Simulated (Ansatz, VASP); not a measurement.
Two plane-wave programs on ZnS

INCAR

```
SYSTEM = ZnS
ALGO     = Normal         ! electronic algorithm
EDIFF    = 1E-6           ! SCF threshold, eV
ENCUT    = 520            ! plane-wave cutoff, eV
GGA      = PS             ! functional
ISIF     = 2              ! what is computed and relaxed
ISMEAR   = 0              ! smearing method
LASPH    = .True.         ! aspherical terms in the spheres
LCHARG   = .False.        ! write CHGCAR
LREAL    = .False.        ! projectors in reciprocal space
LWAVE    = .False.        ! write WAVECAR
NBANDS   = 46             ! bands
NELM     = 60             ! most SCF steps
PREC     = Accurate       ! precision mode
SIGMA    = 0.05           ! smearing width, eV
```

Contents of KPOINTS:

```
k-points
0
Gamma
  12 12 4
  0 0 0
```

File POSCAR:

```
ZnS
1.0
    3.7846846186      0.0000000000      0.0000000000
   -1.8923423093      3.2776330250      0.0000000000
    0.0000000000      0.0000000000     12.3926922670
Zn S
4 4
Direct
    0.0000000000      0.0000000000      0.0304020848
    0.0000000000      0.0000000000      0.5304020848
    0.3333333333      0.6666666667      0.2803275407
    0.6666666667      0.3333333333      0.7803275407
    0.0000000000      0.0000000000      0.1872166306
    0.0000000000      0.0000000000      0.6872166306
    0.3333333333      0.6666666667      0.4375732810
    0.6666666667      0.3333333333      0.9375732810
```

Input for Ansatz:

```yaml
crystal:
  lattice:
    - [3.7846846186, 0.0, 0.0]
    - [-1.8923423093, 3.277633025, 0.0]
    - [0.0, 0.0, 12.392692267]
  atoms:
    - { symbol: Zn, position: [0.0, 0.0, 0.0304020848] }
    - { symbol: Zn, position: [0.0, 0.0, 0.5304020848] }
    - { symbol: Zn, position: [0.3333333333, 0.6666666667, 0.2803275407] }
    - { symbol: Zn, position: [0.6666666667, 0.3333333333, 0.7803275407] }
    - { symbol: S, position: [0.0, 0.0, 0.1872166306] }
    - { symbol: S, position: [0.0, 0.0, 0.6872166306] }
    - { symbol: S, position: [0.3333333333, 0.6666666667, 0.437573281] }
    - { symbol: S, position: [0.6666666667, 0.3333333333, 0.937573281] }
basis:
  ecutwfc: 420
kpoints:
  mp_grid: { grid: [12, 12, 4] }
hamiltonian:
  xc: pbesol
scf:
  occupations: { method: gaussian, width: 0.05 }
output:
  forces: true
  stress: true
  eigenvalues: true
```

Change from the starting cell: all Zn atoms moved +0.375 Å, as atom 1 along Cartesian [0 0 1].

Alike in both runs: task single point; functional PBEsol; k mesh 12 × 12 × 4; occupations gaussian, width 0.05 eV; no spin polarisation.

|  | VASP | Ansatz |
| --- | --- | --- |
| version | VASP 6.6.1 | Ansatz 0.2.0 |
| potentials or method | VASP PAW PBE potentials, release 64 (Zn, S), cutoff 520 eV | scalar-relativistic, plane waves, PAW |
| valence electrons in the cell | 72 | 72 |

Ansatz gave:

```
gap on the k mesh at the Fermi level (eV)                     : 1.98
least direct gap on the mesh (eV)                             : 1.98
pressure (GPa)                                                : 8.4
traceless stress, the component that is largest in VASP (GPa) : 25.16
rms of the force components (eV/Å)                            : 3.181
```

Q: Which values does VASP return?

A: gap on the k mesh at the Fermi level (eV): 2.00; least direct gap on the mesh (eV): 2.00; pressure (GPa): 8.7; traceless stress, the component that is largest in VASP (GPa): 25.34; rms of the force components (eV/Å): 3.198.

VASP's potentials were made for PBE, not for PBEsol. Atom by atom the forces differ by 0.017 eV/Å (rms over components).
